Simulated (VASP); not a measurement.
Write the native input for VASP 6.6.1 that does the following.

| Quantity | Value |
| --- | --- |
| Task | single point |
| Functional | LDA |
| Potentials or basis | VASP PAW LDA potentials, release 64 (S, Ti_sv) |
| Cutoff | 400 eV |
| k mesh | 12 × 12 × 1 |
| Occupations | gaussian, width 0.08 eV |
| Spin | no spin polarisation |
| Dipole correction | yes |
| Further INCAR settings | ALGO = Normal; EDIFF = 1e-06; NBANDS = 19; NELMDL = -8 |

The structure of TiS2 (l.A) lies in POSCAR:

```
TiS2
1.0
    3.4000000000      0.0000000000      0.0000000000
   -1.7000000000      2.9444863729      0.0000000000
    0.0000000000      0.0000000000     16.8600000000
S Ti
2 1
Direct
    0.3333330000      0.6666670000      0.4151838671
    0.6666670000      0.3333330000      0.5848161329
    0.0000000000      0.0000000000      0.5000000000
```

One way to write it, as run:

INCAR

```
  ALGO = Normal
  DIPOL = 0.5 0.5 0.500
  EDIFF = 1E-6
  ENCUT = 400
  GGA = CA
  GGA_COMPAT = F
  IDIPOL = 3
  ISIF = 2
  ISMEAR = 0
  LASPH = T
  LCHARG = F
  LDIPOL = T
  LREAL = F
  LWAVE = F
  NBANDS = 19
  NELM = 120
  NELMDL = -8
  PREC = Accurate
  SIGMA = 0.08
```

KPOINTS

```
k-points
0
Gamma
  12 12 1
```

Potentials or basis: VASP PAW LDA potentials, release 64 (S, Ti_sv).

The run is started by

```sh
$ cat potpaw_LDA.64/S/POTCAR potpaw_LDA.64/Ti_sv/POTCAR > POTCAR
$ mpirun -np 1 vasp_std > vasp.out
```

It gave:

```yaml
Largest_force: 0.561 eV/Å
Band_gap_on_the_k_mesh: zero (band 12 reaches -2.07 eV, above the bottom of band 13 at -2.16 eV)
```

It took 120 s on 1 thread of AMD EPYC 7R43 64-Core Processor (Zen 3), with other jobs on the host, peak memory 0.17 GiB.
